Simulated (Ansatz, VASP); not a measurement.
SiB5: VASP beside Ansatz

```
Si B
1.0
     3.24753    0.00000    0.00000
    -1.62376    2.81244    0.00000
     0.00000    0.00000    5.64977
Si B
1 5
Cartesian
  0.0000 1.8750 0.0000
  1.6238 0.9375 2.8249
  0.0000 1.8750 2.8249
  1.6238 0.9375 4.7636
  1.6238 0.9375 0.8862
  0.0000 0.0000 2.8249
```

Alike in both runs: functional PBE; k mesh 5 × 5 × 3; occupations gaussian, width 0.2 eV; no spin polarisation.

Ansatz relaxed the structure, and its values are those at the end. VASP's run is a single point on that final structure, the one shown.

|  | VASP | Ansatz |
| --- | --- | --- |
| version | VASP 6.6.1 | Ansatz 0.2.0 |
| potentials or method | VASP PAW PBE potentials, release 64 (Si, B), cutoff 500 eV | scalar-relativistic, plane waves, PAW |
| valence electrons in the cell | 19 | 19 |

```tsv
	VASP	Ansatz	Ansatz less VASP
gap on the k mesh at the Fermi level (eV)	none	none	-
pressure (GPa)	0.1	0.1	+0.05
rms of the force components (eV/Å)	0.003	0.003	+0.0001
```

A gap of «none» marks a metal or a gap that the smearing closes. With one functional, cell and mesh, what is left measures potentials, basis and numerics.

The k mesh is coarse, so the values compare programs but aren't converged.
